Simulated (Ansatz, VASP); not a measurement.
# In in VASP and in Ansatz

```
In
1.0
    -1.67198    1.67198    2.34018
     1.67198   -1.67198    2.34018
     1.67198    1.67198   -2.34018
In
1
Direct
  0.00000 0.00000 0.00000
```

Alike in both runs: task single point; functional PBEsol; k mesh 22 × 22 × 22; occupations gaussian, width 0.15 eV; no spin polarisation.

|  | VASP | Ansatz |
| --- | --- | --- |
| version | VASP 6.6.1 | Ansatz 0.2.0 |
| potentials or method | VASP PAW PBE potentials, release 64 (In_d), cutoff 520 eV | scalar-relativistic, plane waves, PAW |
| valence electrons in the cell | 13 | 13 |

|  | VASP | Ansatz | Ansatz less VASP |
| --- | --- | --- | --- |
| gap on the k mesh at the Fermi level (eV) | none | none | - |
| pressure (GPa) | -1.0 | -1.0 | +0.02 |
| traceless stress, the component that is largest in VASP (GPa) | -0.16 | -0.16 | 0.000 |

VASP's potentials were made for PBE, not for PBEsol. A gap of «none» marks a metal or a gap that the smearing closes.
